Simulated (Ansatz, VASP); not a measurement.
# AlN: VASP beside Ansatz

```
Al N
1.0
     3.13024    0.00000    0.00000
    -1.56512    2.71087    0.00000
     0.00000    0.00000    5.01798
Al N
2 2
Direct
  0.26145 0.66667 0.09141
  0.66667 0.33333 0.50173
  0.33333 0.66667 0.38327
  0.66667 0.33333 0.88327
```

Alike in both runs: task single point; functional PBE; k mesh 12 × 12 × 6; occupations gaussian, width 0.05 eV; no spin polarisation.

|  | VASP | Ansatz |
| --- | --- | --- |
| version | VASP 6.6.1 | Ansatz 0.2.0 |
| potentials or method | VASP PAW PBE potentials, release 64 (Al, N), cutoff 520 eV | scalar-relativistic, plane waves, PAW |
| valence electrons in the cell | 16 | 16 |

|  | VASP | Ansatz | Ansatz less VASP |
| --- | --- | --- | --- |
| gap on the k mesh at the Fermi level (eV) | 0.95 | 0.93 | -0.017 |
| least direct gap on the mesh (eV) | 0.95 | 0.93 | -0.017 |
| pressure (GPa) | 23.5 | 23.6 | +0.07 |
| traceless stress, the component that is largest in VASP (GPa) | 44.43 | 44.03 | -0.401 |
| rms of the force components (eV/Å) | 7.504 | 7.481 | -0.0231 |

Atom by atom the forces differ by 0.025 eV/Å (rms over components).
